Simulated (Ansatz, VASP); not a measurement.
## One calculation of B3N2, two programs

INCAR

```
ALGO     = Normal         # electronic algorithm
EDIFF    = 1E-7           # SCF threshold, eV
ENCUT    = 520            # plane-wave cutoff, eV
GGA      = PE             # functional
ISIF     = 2              # what is computed and relaxed
ISMEAR   = 0              # smearing method
LASPH    = T              # aspherical terms in the spheres
LCHARG   = F              # write CHGCAR
LREAL    = F              # projectors in reciprocal space
LWAVE    = F              # write WAVECAR
NBANDS   = 18             # bands
NELM     = 60             # most SCF steps
PREC     = Accurate       # precision mode
SIGMA    = 0.1            # smearing width, eV
```

The input KPOINTS:

```
k-points
0
Gamma
  6 6 4
```

File POSCAR:

```
B3N2
1.0
    3.3830690800      0.0000000000      0.0000000000
   -1.6915345400      2.9298237700      0.0000000000
    0.0000000000      0.0000000000      4.1542862400
B N
3 2
Direct
    0.0000000000      0.0000000000      0.7454000100
    0.0000000000      0.0000000000      0.2545999900
    0.6666666700      0.3333333300      0.0000000000
    0.6666666700      0.3333333300      0.5000000000
    0.3333333300      0.6666666700      0.0000000000
```

Input for Ansatz:

```yaml
crystal:
  lattice:
    - [3.38306908, 0.0, 0.0]
    - [-1.69153454, 2.92982377, 0.0]
    - [0.0, 0.0, 4.15428624]
  atoms:
    - { symbol: B, position: [0.0, 0.0, 0.74540001] }
    - { symbol: B, position: [0.0, 0.0, 0.25459999] }
    - { symbol: B, position: [0.66666667, 0.33333333, 0.0] }
    - { symbol: "N", position: [0.66666667, 0.33333333, 0.5] }
    - { symbol: "N", position: [0.33333333, 0.66666667, 0.0] }
basis:
  ecutwfc: 420
kpoints:
  mp_grid: { grid: [6, 6, 4] }
hamiltonian:
  xc: pbe
scf:
  occupations: { method: gaussian, width: 0.1 }
  lower_state_search: "off"
output:
  forces: true
  stress: true
  eigenvalues: true
```

Change from the starting cell: species swapped into the Fe3Ge2 type (P-6m2, No. 187).

Alike in both runs: task single point; functional PBE; k mesh 6 × 6 × 4; occupations gaussian, width 0.1 eV; no spin polarisation.

|  | VASP | Ansatz |
| --- | --- | --- |
| version | VASP 6.6.1 | Ansatz 0.2.0 |
| potentials or method | VASP PAW PBE potentials, release 64 (B, N), cutoff 520 eV | scalar-relativistic, plane waves, PAW |
| valence electrons in the cell | 19 | 19 |

```tsv
	VASP	Ansatz	Ansatz less VASP
gap on the k mesh at the Fermi level (eV)	none	none	-
rms of the force components (eV/Å)	0.341	0.343	+0.0012
```

Atom by atom the forces differ by 0.001 eV/Å (rms over components). A gap of «none» marks a metal or a gap that the smearing closes. The functional is the same, so the differences come from potentials, cutoffs and numerics.

The k mesh is coarse, so the values compare programs but aren't converged.
